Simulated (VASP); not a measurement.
# SnO in VASP: a series of runs

Runs on SnO. Level: HSE06. Tasks: single point.

Everything below comes from runs of VASP 6.6.1. Logs are shortened: lines on timing, memory, paths and dates and some standing lists are left out, and cuts for length are marked.

### Step 1. The cell of the first run

The structure is trigonal, space group R3m (No. 160). The conventional cell has a = 3.830 Å, b = 3.830 Å, c = 9.237 Å, α = 90.00°, β = 90.00°, γ = 120.00°. Sn (site symmetry 3m) has 4 O at 2.33 to 2.35 Å within 3.1 Å. Within 3.1 Å of O (site symmetry 3m) lie 4 Sn at 2.33 to 2.35 Å.

### Step 2. Single point, HSE06 (strain along [111] -1.5%)

The input, POSCAR:

```
SnO
1.0
   -0.0278043378      2.6804103799      2.6804103799
    2.6804103799     -0.0278043378      2.6804103799
    2.6804103799      2.6804103799     -0.0278043378
Sn O
1 1
Direct
   -0.0023319328     -0.0023319328     -0.0023319328
    0.2523319328      0.2523319328      0.2523319328
```

The input, INCAR.step1:

```
SYSTEM = SnO
PREC     = Accurate       ! precision mode
ENCUT    = 520            ! plane-wave cutoff, eV
EDIFF    = 1E-5           ! SCF threshold, eV
ISMEAR   = -1             ! smearing method
SIGMA    = 0.02           ! smearing width, eV
LREAL    = .FALSE.        ! projectors in reciprocal space
LASPH    = .TRUE.         ! aspherical terms in the spheres
NELM     = 100            ! most SCF steps
ALGO     = Normal         ! electronic algorithm
ISIF     = 2              ! what is computed and relaxed
LWAVE    = .TRUE.         ! write WAVECAR
LCHARG   = .FALSE.        ! write CHGCAR
GGA      = PE             ! functional
NBANDS   = 17             ! bands
KPAR     = 4
```

The input, INCAR.step2:

```
SYSTEM = SnO
PREC     = Accurate       ! precision mode
ENCUT    = 520            ! plane-wave cutoff, eV
EDIFF    = 1E-7           ! SCF threshold, eV
ISMEAR   = -1             ! smearing method
SIGMA    = 0.02           ! smearing width, eV
LREAL    = .FALSE.        ! projectors in reciprocal space
LASPH    = .TRUE.         ! aspherical terms in the spheres
NELM     = 100            ! most SCF steps
ALGO     = Normal         ! electronic algorithm
ISIF     = 2              ! what is computed and relaxed
LWAVE    = .FALSE.        ! write WAVECAR
LCHARG   = .FALSE.        ! write CHGCAR
GGA      = PE             ! functional
LHFCALC  = .TRUE.         ! exact exchange
HFSCREEN = 0.2079         ! screening, 1/A
PRECFOCK = Normal       
ISTART   = 1            
NBANDS   = 17             ! bands
KPAR     = 4
```

The input, KPOINTS:

```
regular mesh
0
G
  6 6 6
  0 0 0
```

Potentials or basis: VASP PAW PBE potentials, release 64 (Sn_d, O).

Run with:

```console
cat potpaw_PBE.64/Sn_d/POTCAR potpaw_PBE.64/O/POTCAR > POTCAR
cp INCAR.step1 INCAR
mpirun -np 4 vasp_std > vasp.out
cp INCAR.step2 INCAR
mpirun -np 4 vasp_std > vasp.out
```

OUTCAR:

```text
SYSTEM = SnO
   PREC = Accurate
   ENCUT = 520
   EDIFF = 1E-7
   ISMEAR = -1
   LREAL = .FALSE.
   LASPH = .TRUE.
   NELM = 100
   ISIF = 2
   GGA = PE
   LHFCALC = .TRUE.
   HFSCREEN = 0.2079
   PRECFOCK = Normal
   ISTART = 1

 ion  position               nearest neighbor table
   1  0.998  0.998  0.998-   2 2.33   2 2.33   2 2.33   2 2.35
   2  0.252  0.252  0.252-   1 2.33   1 2.33   1 2.33   1 2.35

  LATTYP: Found a trigonal (rhomboedric) cell.
 ALAT       =     3.7907746821
 COS(alpha) =     0.4896004944

  Lattice vectors:

 A1 = (  -0.0278043378,   2.6804103799,   2.6804103799)
 A2 = (   2.6804103799,  -0.0278043378,   2.6804103799)
 A3 = (   2.6804103799,   2.6804103799,  -0.0278043378)

Analysis of symmetry for initial positions (statically):
=====================================================================
 Subroutine PRICEL returns:
 Original cell was already a primitive cell.

 Routine SETGRP: Setting up the symmetry group for a
 trigonal (rhombohedral) supercell.

 Subroutine GETGRP returns: Found  6 space group operations
 (whereof  6 operations were pure point group operations)
 out of a pool of 12 trial point group operations.

The static configuration has the point symmetry C_3v.

Analysis of symmetry for dynamics (positions and initial velocities):
=====================================================================
 Subroutine PRICEL returns:
 Original cell was already a primitive cell.

 Routine SETGRP: Setting up the symmetry group for a
 trigonal (rhombohedral) supercell.

 Subroutine GETGRP returns: Found  6 space group operations
 (whereof  6 operations were pure point group operations)
 out of a pool of 12 trial point group operations.

The dynamic configuration has the point symmetry C_3v.

 Subroutine INISYM returns: Found  6 space group operations
 (whereof  6 operations are pure point group operations),
 and found     1 'primitive' translations

----------------------------------------------------------------------------------------

                                     Primitive cell

  volume of cell :      39.1146

  direct lattice vectors                    reciprocal lattice vectors
    -0.027804338  2.680410380  2.680410380    -0.183660913  0.185586028  0.185586028
     2.680410380 -0.027804338  2.680410380     0.185586028 -0.183660913  0.185586028
     2.680410380  2.680410380 -0.027804338     0.185586028  0.185586028 -0.183660913

  length of vectors
     3.790774682  3.790774682  3.790774682     0.320336820  0.320336820  0.320336820

  position of ions in fractional coordinates (direct lattice)
     0.997668067  0.997668067  0.997668067
     0.252331933  0.252331933  0.252331933

  ion indices of the primitive-cell ions
   primitive index   ion index
                 1           1
                 2           2

----------------------------------------------------------------------------------------

 KPOINTS: regular mesh

Automatic generation of k-mesh.
 Grid dimensions read from file:
 generate k-points for:    6    6    6

 Generating k-lattice:

  Cartesian coordinates                     Fractional coordinates (reciprocal lattice)
    -0.030610152  0.030931005  0.030931005     0.166666667  0.000000000 -0.000000000
     0.030931005 -0.030610152  0.030931005     0.000000000  0.166666667 -0.000000000
     0.030931005  0.030931005 -0.030610152     0.000000000  0.000000000  0.166666667

  Length of vectors
     0.053389470  0.053389470  0.053389470

  Shift w.r.t. Gamma in fractional coordinates (k-lattice)
     0.000000000  0.000000000  0.000000000

 Subroutine IBZKPT returns following result:
 ===========================================

 Found     32 irreducible k-points:

 Following reciprocal coordinates:
            Coordinates               Weight
  0.000000  0.000000  0.000000      1.000000
  0.166667  0.000000  0.000000      6.000000
  0.333333  0.000000  0.000000      6.000000
  0.500000  0.000000  0.000000      3.000000
  0.166667  0.166667  0.000000      6.000000
  0.333333  0.166667  0.000000     12.000000
[... 16 lines left out ...]
  0.500000  0.500000  0.166667      6.000000
 -0.333333  0.500000  0.166667     12.000000
 [... further k-points ...]
   k-points           NKPTS =     32   k-points in BZ     NKDIM =    216   number of bands    NBANDS=     17
   number of dos      NEDOS =    301   number of ions     NIONS =      2
   total plane-waves  NPLWV =  21952
   dimension x,y,z NGX =    28 NGY =   28 NGZ =   28
   dimension x,y,z NGXF=    56 NGYF=   56 NGZF=   56
   ions per type =               1   1
   NGX,Y,Z   is equivalent  to a cutoff of  12.28, 12.28, 12.28 a.u.
   NGXF,Y,Z  is equivalent  to a cutoff of  24.56, 24.56, 24.56 a.u.
 SYSTEM =  SnO
   PREC   = accura    normal or accurate (medium, high low for compatibility)
   ISTART =      1    job   : 0-new  1-cont  2-samecut
   ICHARG =      0    charge: 1-file 2-atom 10-const
   ISPIN  =      1    spin polarized calculation?
   LNONCOLLINEAR =      F non collinear calculations
   LSORBIT =      F    spin-orbit coupling
   LASPH  =      T    aspherical Exc in radial PAW
   ENCUT  =  520.0 eV  38.22 Ry    6.18 a.u.   7.05  7.05  7.05*2*pi/ulx,y,z
   NELM   =    100;   NELMIN=  2; NELMDL=  0     # of ELM steps
   EDIFF  = 0.1E-06   stopping-criterion for ELM
   LREAL  =      F    real-space projection
   EDIFFG = 0.1E-05   stopping-criterion for IOM
   NSW    =      0    number of steps for IOM
   IBRION =     -1    ionic relax: 0-MD 1-quasi-New 2-CG
   NFREE  =      0    steps in history (QN), initial steepest desc. (CG)
   ISIF   =      2    stress and relaxation
   ISYM   =      3    0-nonsym 1-usesym 2-fastsym
   POTIM  = 0.5000    time-step for ionic-motion
   TEBEG  =    0.0;   TEEND  =   0.0 temperature during run
   PSTRESS=    0.0 pullay stress
   NELECT =      20.0000    total number of electrons
   NUPDOWN=      -1.0000    fix difference up-down
   EMIN   =  10.00;   EMAX   =-10.00  energy-range for DOS
   EFERMI =   0.00;   METHOD = LEGACY
   ISMEAR =    -1;   SIGMA  =   0.02  broadening in eV -4-tet -1-fermi 0-gaus
   EFERMI_NEDOS =   21; number of points for ismear=-14 and -15
   IALGO  =     38    algorithm
   IMIX   =      1    mixing-type and parameters
     AMIX     =   0.40;   BMIX     =  1.00
     AMIX_MAG =   1.60;   BMIX_MAG =  1.00
  volume/ion in A,a.u.               =      19.56       131.98
  Fermi-wavevector in a.u.,A,eV,Ry     =   1.309097  2.473834 23.316776  1.713735
  Thomas-Fermi vector in A             =   2.439719
   LORBIT       =      0    0 simple, 1 ext, 2 COOP (PROOUT), +10 PAW based schemes
   GGA     = PE    functional components
   LHFCALC =     T    Hartree Fock is set to
   PRECFOCK=normal    Normal, Fast or Accurate (Low or Medium for compatibility)
   ENCUT4O =  -1.0   cutoff for four orbital integrals eV
   NKREDX  =     1    reduce k-point grid by
   NKREDY  =     1    reduce k-point grid by
   NKREDZ  =     1    reduce k-point grid by
   AEXX    =    0.2500 exact exchange contribution
   HFSCREEN=    0.2079 screening length (either q_TF or 0.3 A-1)
   HFSCREENC=   0.2079 screening length for correlation (either q_TF or 0.3 A-1)
   ENCUTFOCK=  -1.0 apply spherical cutoff to Coloumb kernel
   IVDW    =     0    specifies the selected vdW correction
   LEPSILON=     F    determine dielectric tensor
   LRPA    =     F    only Hartree local field effects (RPA)
 non-spin polarized calculation
  energy-cutoff  :      520.00
  volume of cell :       39.11
 maximum number of plane-waves:      1070
  NGX = 24; NGY = 24; NGZ = 24

 number of electron      19.9999999 magnetization

 Free energy of the ion-electron system (eV)
  ---------------------------------------------------
  ext. energy  EPLUGINS =         0.00000000
  ---------------------------------------------------
  free energy    TOTEN  =       -12.73932588 eV

  energy without entropy =      -12.73805791  energy(sigma->0) =      -12.73869189

 E-fermi :   6.1574     XC(G=0):  -8.0619

 val. band max:        6.1352087299   @ k =  -0.3333   0.5000   0.1667
 cond. band min:       6.9047319326   @ k =   0.5000   0.3333   0.0000
 fundamental gap:      0.7695232026
 Fermi energy:         6.1573613414

 k-point     1 :       0.0000    0.0000    0.0000
  band No.  band energies     occupation
      1     -17.9085      2.00000
      2     -17.9085      2.00000
      3     -17.9073      2.00000
      4     -17.8466      2.00000
      5     -17.8466      2.00000
      6     -15.3158      2.00000
[... 9 lines left out ...]
     16      18.3948      0.00000
     17      18.5109      0.00000

 k-point     2 :       0.1667    0.0000    0.0000
  band No.  band energies     occupation
      1     -17.9519      2.00000
      2     -17.9009      2.00000
      3     -17.8986      2.00000
      4     -17.8460      2.00000
      5     -17.8455      2.00000
      6     -15.1515      2.00000
[... 9 lines left out ...]
     16      17.7298      0.00000
     17      18.5266      0.00000

 k-point     3 :       0.3333    0.0000    0.0000
  band No.  band energies     occupation
      1     -18.0319      2.00000
      2     -17.8932      2.00000
      3     -17.8896      2.00000
      4     -17.8367      2.00000
      5     -17.8358      2.00000
      6     -14.8095      2.00000
[... 9 lines left out ...]
     16      17.8515      0.00000
     17      20.2119      0.00000

 k-point     4 :       0.5000    0.0000    0.0000
  band No.  band energies     occupation
      1     -18.0692      2.00000
      2     -17.8929      2.00000
      3     -17.8890      2.00000
      4     -17.8280      2.00000
      5     -17.8275      2.00000
      6     -14.6292      2.00000
[... 9 lines left out ...]
     16      18.3786      0.00000
     17      19.7057      0.00000
[... 343 lines left out ...]
      1     -18.0833      2.00000
      2     -17.8798      2.00000
      3     -17.8641      2.00000
      4     -17.8498      2.00000
      5     -17.8314      2.00000
      6     -14.5912      2.00000
[... 9 lines left out ...]
     16      19.3388      0.00000
     17      21.9623      0.00000

 k-point    23 :       0.5000    0.5000    0.1667
  band No.  band energies     occupation
      1     -18.1211      2.00000
      2     -17.8737      2.00000
      3     -17.8505      2.00000
      4     -17.8454      2.00000
      5     -17.8269      2.00000
      6     -14.4777      2.00000
[... 9 lines left out ...]
     16      21.0511      0.00000
     17      22.1342      0.00000

 k-point    24 :      -0.3333    0.5000    0.1667
  band No.  band energies     occupation
      1     -18.1226      2.00000
      2     -17.8715      2.00000
      3     -17.8630      2.00000
      4     -17.8351      2.00000
      5     -17.8307      2.00000
      6     -14.4197      2.00000
[... 9 lines left out ...]
     16      19.7749      0.00000
     17      21.9211      0.00000

 [... further k-points ...]

------------------------ aborting loop because EDIFF is reached ----------------------------------------

  FORCE on cell =-STRESS in cart. coord.  units (eV):
  Direction    XX          YY          ZZ          XY          YZ          ZX
  --------------------------------------------------------------------------------------
  -------------------------------------------------------------------------------------
  Total        0.3514502      0.3514502      0.3514502     -0.1478040     -0.1478040     -0.1478040
  in kB       14.3957840     14.3957840     14.3957840     -6.0542143     -6.0542143     -6.0542143
  external PRESSURE =      14.3957840 kB  Pullay stress =       0.0000000 kB

 VOLUME and BASIS-vectors are now :
 -----------------------------------------------------------------------------
  energy-cutoff  :      520.00
  volume of cell :       39.11
      direct lattice vectors                 reciprocal lattice vectors
    -0.027804338  2.680410380  2.680410380    -0.183660913  0.185586028  0.185586028
     2.680410380 -0.027804338  2.680410380     0.185586028 -0.183660913  0.185586028
     2.680410380  2.680410380 -0.027804338     0.185586028  0.185586028 -0.183660913

 POSITION                                       TOTAL-FORCE (eV/Angst)
 -----------------------------------------------------------------------------------
      5.32058      5.32058      5.32058         0.025321      0.025321      0.025321
      1.34569      1.34569      1.34569        -0.025321     -0.025321     -0.025321
 -----------------------------------------------------------------------------------
    total drift:                               -0.000199     -0.000200     -0.000198

  FREE ENERGIE OF THE ION-ELECTRON SYSTEM (eV)
  ---------------------------------------------------
  free  energy   TOTEN  =       -12.7393258814 eV

  energy  without entropy=      -12.7380579072  energy(sigma->0) =      -12.73869189
```

Wall time 24 min (4 MPI ranks of Intel Xeon Platinum 8375C at 2.90GHz (Ice Lake), shared host); peak memory 0.28 GiB.

What came out:

- Free energy: -12.7393 eV
- Pressure: 1.4 GPa
- Largest force: 0.044 eV/Å
- Band gap on the k mesh: zero (bands 10 and 11 overlap by 0.08 eV)

Forces on the atoms (eV/Å):
```
Sn   0.025  0.025  0.025
O   -0.025 -0.025 -0.025
```

Stress tensor (GPa, compression positive):
```
 1.44 -0.61 -0.61
-0.61  1.44 -0.61
-0.61 -0.61  1.44
```

Caveat: the cell differs from its parent crystal (strain along [111] -1.5%); the structure was generated, so it needn't be the stable form of SnO; the PAW data sets were made with another functional, which shifts forces and pressure a little; spin-orbit coupling is left out, which moves the levels of the heavy elements.

(Continued in part 2 of 2.)

The gap in the log of VASP goes by the Fermi energy; the results here count the filled bands.